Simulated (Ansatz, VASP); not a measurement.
Two plane-wave programs on Lu

```xyz
1
Lattice="0.0000 2.4114 2.4114 2.4114 0.0000 2.4114 2.4114 2.4114 0.0000" Properties=species:S:1:pos:R:3 pbc="T T T"
Lu    0.0000    0.0000    0.0000
```

Alike in both runs: task single point; functional PBE; k mesh 20 × 20 × 20; occupations gaussian, width 0.1 eV; no spin polarisation.

```csv
,VASP,Ansatz
version,VASP 6.6.1,Ansatz 0.2.0
potentials or method,"VASP PAW PBE potentials, release 64 (Lu), cutoff 520 eV","scalar-relativistic, plane waves, PAW"
valence electrons in the cell,25,25
```

```csv
,VASP,Ansatz,Ansatz less VASP
gap on the k mesh at the Fermi level (eV),none,none,-
pressure (GPa),1.5,1.4,-0.16
```

A gap of «none» marks a metal or a gap that the smearing closes. With one functional, cell and mesh, what is left measures potentials, basis and numerics.

Spin-orbit coupling is off throughout.
